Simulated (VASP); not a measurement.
# SiO2 (P4_32_12) in VASP: a series of runs, part 2 of 3

VASP 6.6.1. The steps go on from the part before.

## (3) Single point, PBEsol

File INCAR:

```
PREC = Accurate
ENCUT = 520
EDIFF = 1E-6
ISMEAR = 0
SIGMA = 0.02
LREAL = False
LASPH = True
NELM = 100
ALGO = Normal
ISIF = 2
LWAVE = False
LCHARG = False
GGA = PS
NBANDS = 44
```

File KPOINTS:

```
Automatic mesh
0
Gamma
  6 6 4
```

File POSCAR:

```
SiO2
1.0
    4.8769480210      0.0000000000      0.0000000000
    0.0000000000      4.8769480210      0.0000000000
    0.0000000000      0.0000000000      6.9448411033
Si O
4 8
Direct
    0.1905661839      0.1905661839      0.0000000000
    0.3094338161      0.6905661839      0.7500000000
    0.6905661839      0.3094338161      0.2500000000
    0.8094338161      0.8094338161      0.5000000000
    0.6261534310      0.7352465798      0.6875261746
    0.3738465690      0.2647534202      0.1875261746
    0.7352465798      0.6261534310      0.3124738254
    0.2352465798      0.8738465690      0.9375261746
    0.2647534202      0.3738465690      0.8124738254
    0.1261534310      0.7647534202      0.5624738254
    0.8738465690      0.2352465798      0.0624738254
    0.7647534202      0.1261534310      0.4375261746
```

Potentials or basis: VASP PAW PBE potentials, release 64 (Si, O).

Run with:

```sh
$ cat potpaw_PBE.64/Si/POTCAR potpaw_PBE.64/O/POTCAR > POTCAR
$ mpirun -np 1 vasp_std > vasp.out
```

OUTCAR:

```text
PREC = Accurate
   ENCUT = 520
   EDIFF = 1E-6
   ISMEAR = 0
   LREAL = False
   LASPH = True
   NELM = 100
   ISIF = 2
   GGA = PS

 ion  position               nearest neighbor table
   1  0.191  0.191  0.000-   8 1.62  11 1.62   9 1.62   6 1.62   2 3.05   3 3.05   2 3.05   3 3.05

   2  0.309  0.691  0.750-   5 1.62   9 1.62   8 1.62  10 1.62   1 3.05   4 3.05   1 3.05   4 3.05

   3  0.691  0.309  0.250-   6 1.62   7 1.62  11 1.62  12 1.62   1 3.05   4 3.05   4 3.05   1 3.05

   4  0.809  0.809  0.500-  10 1.62  12 1.62   5 1.62   7 1.62   2 3.05   3 3.05   3 3.05   2 3.05

   5  0.626  0.735  0.688-   2 1.62   4 1.62
   6  0.374  0.265  0.188-   3 1.62   1 1.62
   7  0.735  0.626  0.312-   3 1.62   4 1.62
   8  0.235  0.874  0.938-   1 1.62   2 1.62
   9  0.265  0.374  0.812-   2 1.62   1 1.62
  10  0.126  0.765  0.562-   4 1.62   2 1.62
  11  0.874  0.235  0.062-   1 1.62   3 1.62
  12  0.765  0.126  0.438-   4 1.62   3 1.62

  LATTYP: Found a simple tetragonal cell.
 ALAT       =     4.8769480210
[... 217 lines left out ...]
      5     -16.8481      2.00000
      6     -16.8419      2.00000
[... 1117 lines left out ...]
     43      11.6329      0.00000
     44      11.6338      0.00000

 [... further k-points ...]

------------------------ aborting loop because EDIFF is reached ----------------------------------------

  FORCE on cell =-STRESS in cart. coord.  units (eV):
  Direction    XX          YY          ZZ          XY          YZ          ZX
  --------------------------------------------------------------------------------------
  -------------------------------------------------------------------------------------
  Total        2.4320225      2.4320225      0.5661002      0.0000000      0.0000000     -0.0000000
  in kB       23.5895469     23.5895469      5.4909227      0.0000000      0.0000000     -0.0000000
  external PRESSURE =      17.5566722 kB  Pullay stress =       0.0000000 kB

 VOLUME and BASIS-vectors are now :
 -----------------------------------------------------------------------------
  energy-cutoff  :      520.00
  volume of cell :      165.18
      direct lattice vectors                 reciprocal lattice vectors
     4.876948021  0.000000000  0.000000000     0.205046270  0.000000000  0.000000000
     0.000000000  4.876948021  0.000000000     0.000000000  0.205046270  0.000000000
     0.000000000  0.000000000  6.944841103     0.000000000  0.000000000  0.143991775

 POSITION                                       TOTAL-FORCE (eV/Angst)
 -----------------------------------------------------------------------------------
      0.92938      0.92938      0.00000        -0.019118     -0.019118     -0.000000
      1.50909      3.36786      5.20863         0.019118     -0.019118     -0.000000
      3.36786      1.50909      1.73621        -0.019118      0.019118     -0.000000
      3.94757      3.94757      3.47242         0.019118      0.019118     -0.000000
      3.05372      3.58576      4.77476         0.020269     -0.002797      0.019027
      1.82323      1.29119      1.30234        -0.020269      0.002797      0.019027
      3.58576      3.05372      2.17008        -0.002797      0.020269     -0.019027
      1.14729      4.26170      6.51097        -0.002797     -0.020269      0.019027
      1.29119      1.82323      5.64250         0.002797     -0.020269     -0.019027
      0.61524      3.72966      3.90629         0.020269      0.002797     -0.019027
      4.26170      1.14729      0.43387        -0.020269     -0.002797     -0.019027
      3.72966      0.61524      3.03855         0.002797      0.020269      0.019027
 -----------------------------------------------------------------------------------
    total drift:                                0.000000     -0.000000     -0.000000

  FREE ENERGIE OF THE ION-ELECTRON SYSTEM (eV)
  ---------------------------------------------------
  free  energy   TOTEN  =       -98.6151506757 eV

  energy  without entropy=      -98.6151506757  energy(sigma->0) =      -98.61515068
```

OSZICAR:

```text
N       E                     dE             d eps       ncg     rms          rms(c)
DAV:   1     0.385694856669E+03    0.38569E+03   -0.33075E+04  2640   0.133E+03
DAV:   2    -0.812349062574E+02   -0.46693E+03   -0.45231E+03  3332   0.309E+02
DAV:   3    -0.109862420448E+03   -0.28628E+02   -0.28486E+02  3280   0.811E+01
DAV:   4    -0.110231144408E+03   -0.36872E+00   -0.36808E+00  3272   0.101E+01
DAV:   5    -0.110237534561E+03   -0.63902E-02   -0.63855E-02  3260   0.130E+00    0.284E+01
DAV:   6    -0.987271581855E+02    0.11510E+02   -0.43495E+01  3104   0.303E+01    0.140E+01
DAV:   7    -0.986447828014E+02    0.82375E-01   -0.12662E+00  3104   0.476E+00    0.508E+00
DAV:   8    -0.986046138533E+02    0.40169E-01   -0.63295E-02  3240   0.161E+00    0.186E+00
DAV:   9    -0.986120252387E+02   -0.74114E-02   -0.27784E-02  2888   0.103E+00    0.363E-01
DAV:  10    -0.986150862533E+02   -0.30610E-02   -0.51666E-03  3180   0.324E-01    0.115E-01
DAV:  11    -0.986151288839E+02   -0.42631E-04   -0.13939E-03  3248   0.189E-01    0.255E-02
DAV:  12    -0.986151419602E+02   -0.13076E-04   -0.43530E-05  3144   0.333E-02    0.216E-02
DAV:  13    -0.986151496653E+02   -0.77051E-05   -0.30262E-05  3040   0.254E-02    0.454E-03
DAV:  14    -0.986151506668E+02   -0.10015E-05   -0.10180E-06  2312   0.535E-03    0.104E-03
DAV:  15    -0.986151506757E+02   -0.88949E-08   -0.14406E-07  1968   0.194E-03
   1 F= -.98615151E+02 E0= -.98615151E+02  d E =-.379296E-28
```

It took 5.2 min on 1 thread of Intel Xeon 8259CL, shared host; peak memory 0.34 GiB.

Results:

```yaml
Free_energy: -98.6152 eV
Pressure: 1.8 GPa
Largest_force: 0.028 eV/Å
Band_gap_on_the_k_mesh: 5.67 eV
```

Forces in eV/Å, atoms in the order of the input:
```
Si  -0.019 -0.019  0.000
Si   0.019 -0.019  0.000
Si  -0.019  0.019  0.000
Si   0.019  0.019  0.000
O    0.020 -0.003  0.019
O   -0.020  0.003  0.019
O   -0.003  0.020 -0.019
O   -0.003 -0.020  0.019
O    0.003 -0.020 -0.019
O    0.020  0.003 -0.019
O   -0.020 -0.003 -0.019
O    0.003  0.020  0.019
```

Caveat: the PAW data sets were made with another functional, which shifts forces and pressure a little. A k mesh can miss the band edges.

(Part 2 of 3 ends here.)
